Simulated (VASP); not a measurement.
**BeS: single point with LDA**

Crystal: BeS.

```
Be S
1.0
     2.42215    2.42215    0.00000
    -2.42215    2.42215    0.00000
     0.00000    2.42215    2.37837
Be S
1 1
Direct
  0.00000 0.00000 0.00000
  0.75000 0.25000 0.50000
```

This cell differs from its parent crystal: in-plane strain +0.01, then relaxed in part.

* Program: VASP 6.6.1
* Task: single point
* Functional: LDA
* Potentials or basis: VASP PAW LDA potentials, release 64 (Be, S)
* Cutoff: 520 eV
* k mesh: 8 × 8 × 8
* Occupations: gaussian, width 0.01 eV
* Spin: no spin polarisation
* Dipole correction: no
* Further INCAR settings: ALGO = Normal; EDIFF = 1e-06; NBANDS = 11

| Item | Value |
| --- | --- |
| Pressure | -1.1 GPa |
| Band gap on the k mesh | 2.70 eV, indirect (least direct gap 5.46 eV) |

Stress tensor (GPa, compression positive):
```
-1.71  0.00  0.00
 0.00 -1.71  0.00
 0.00  0.00  0.03
```

Levels at points of the mesh, in eV from the valence-band top:
```tsv
k point	band 1	band 2	band 3	band 4	band 5	band 6	band 7	band 8
(0.00, 0.00, 0.00)	-13.87	-0.10	-0.10	0.00	5.46	5.48	5.48	5.79
(0.50, 0.00, 0.00)	-12.18	-6.05	-1.23	-1.06	5.35	6.29	6.48	10.96
(0.50, 0.50, 0.00)	-11.64	-5.26	-2.78	-2.75	2.84	4.78	12.66	12.74
(0.00, 0.00, 0.50)	-11.55	-5.13	-2.91	-2.91	2.70	4.61	12.73	12.73
```

Run time: 26 s on 1 thread of AMD EPYC 7R43 64-Core Processor (Zen 3) (shared host), peak memory 0.11 GiB.

Caveat: the cell differs from its parent crystal (in-plane strain +0.01, then relaxed in part). A k mesh can miss the band edges.
